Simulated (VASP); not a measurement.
Runs of VASP 6.6.1 on ZnSe. The structure is that of space group F-43m (No. 216), or close to it. The cells are those of the table. 

```tsv
cell	k mesh	smearing	gap on the mesh (eV)	pressure (GPa)
a = 3.957, b = 3.957, c = 3.935 Å, angles 59.8, 59.8, 90.0°, 2 atoms	8 × 8 × 8	gaussian 0.01 eV	1.25	(a)
a = 3.957, b = 3.957, c = 3.941 Å, angles 59.9, 59.9, 90.0°, 2 atoms	8 × 8 × 8	gaussian 0.01 eV	(c)	-0.1
a = 3.917, b = 3.917, c = 3.939 Å, angles 60.2, 60.2, 90.0°, 2 atoms	8 × 8 × 8	gaussian 0.01 eV	1.29	0.7
a = 3.858, b = 3.858, c = 3.945 Å, angles 60.7, 60.7, 90.0°, 2 atoms	8 × 8 × 8	gaussian 0.01 eV	1.29	1.6
a = 3.937 Å, angles 60.0, 60.0, 90.0°, 2 atoms	8 × 8 × 8	gaussian 0.01 eV	1.29	0.4
a = 3.858, b = 3.858, c = 3.922 Å, angles 60.5, 60.5, 90.0°, 2 atoms	8 × 8 × 8	gaussian 0.01 eV	1.36	2.6
a = 3.917, b = 3.917, c = 3.933 Å, angles 60.1, 60.1, 90.0°, 2 atoms	8 × 8 × 8	gaussian 0.01 eV	(b)	0.9
a = 3.976, b = 3.976, c = 3.933 Å, angles 59.6, 59.6, 90.0°, 2 atoms	8 × 8 × 8	gaussian 0.01 eV	1.20	-0.2
a = 3.937 Å, angles 60.0, 60.0, 90.0°, 2 atoms	12 × 12 × 12	fermi-dirac 0.08 eV	1.29	0.4
```

Alike in all rows: task single point; level LDA; potentials or basis VASP PAW LDA potentials, release 64 (Zn, Se); no spin polarisation; cutoff (eV) 520.

Problem. Estimate the missing entries.

Solution. (a) 0.1; (b) 1.31; (c) 1.24.

A k mesh can miss the band edges, and the runs leave out spin-orbit coupling on Se.
